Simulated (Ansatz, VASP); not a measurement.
One calculation of CeO2, two programs

Contents of INCAR:

```
SYSTEM = CeO2
ALGO = Normal ; EDIFF = 1E-6
ENCUT = 910 ; GGA = PE
GGA_COMPAT = .False. ; ISIF = 2
ISMEAR = 0 ; LASPH = .True.
LCHARG = .False. ; LDAU = .True.
LDAUJ = 0 0 ; LDAUL = 3 -1
LDAUPRINT = 1 ; LDAUTYPE = 2
LDAUU = 5 0 ; LMAXMIX = 6
LREAL = .False. ; LWAVE = .False.
NBANDS = 19 ; NELM = 200
PREC = Accurate ; SIGMA = 0.05
```

File KPOINTS:

```
k-points
0
Gamma
  12 12 12
  0 0 0
```

The input POSCAR:

```
CeO2
1.0
    0.0000000000      2.7175505849      2.7175505849
    2.7175505849      0.0000000000      2.7175505849
    2.7175505849      2.7175505849      0.0000000000
Ce O
1 2
Direct
    0.0000000000      0.0000000000      0.0000000000
    0.2500000000      0.2500000000      0.2500000000
    0.7500000000      0.7500000000      0.7500000000
```

Input for Ansatz:

```yaml
crystal:
  lattice:
    - [0.0, 2.7175505849, 2.7175505849]
    - [2.7175505849, 0.0, 2.7175505849]
    - [2.7175505849, 2.7175505849, 0.0]
  atoms:
    - { symbol: Ce, position: [0.0, 0.0, 0.0] }
    - { symbol: O, position: [0.25, 0.25, 0.25] }
    - { symbol: O, position: [0.75, 0.75, 0.75] }
basis:
  ecutwfc: 420
  ecutrho_ratio: 4
kpoints:
  mp_grid: { grid: [12, 12, 12] }
hamiltonian:
  xc: pbe
  hubbard: { sites: [{ species: Ce, l: f, u_eff: 5.0 }] }
scf:
  occupations: { method: gaussian, width: 0.05 }
output:
  forces: true
  stress: true
  eigenvalues: true
  populations: true
  hubbard: { sites: [{ species: Ce, l: f }] }
```

Alike in both runs: task single point; functional PBE; k mesh 12 × 12 × 12; occupations gaussian, width 0.05 eV; no spin polarisation; Hubbard terms Ce f U = 5.0 eV.

|  | VASP | Ansatz |
| --- | --- | --- |
| version | VASP 6.6.1 | Ansatz 0.2.0 |
| potentials or method | VASP PAW PBE potentials, release 64 (Ce, O_h), cutoff 910 eV | scalar-relativistic, plane waves, PAW |
| valence electrons in the cell | 24 | 24 |

VASP gave:

```
gap on the k mesh at the Fermi level (eV) : 2.37
least direct gap on the mesh (eV)         : 2.58
```

Task: Estimate Ansatz's values.

Result: gap on the k mesh at the Fermi level (eV): 2.34; least direct gap on the mesh (eV): 2.50.

The programs project onto different local orbitals, so the same U acts differently, and such runs can settle in different states.

Spin-orbit coupling is off throughout. Noted on VASP's run: the cutoff is under 1.25 times that of the potentials, so the pressure is a little rough.
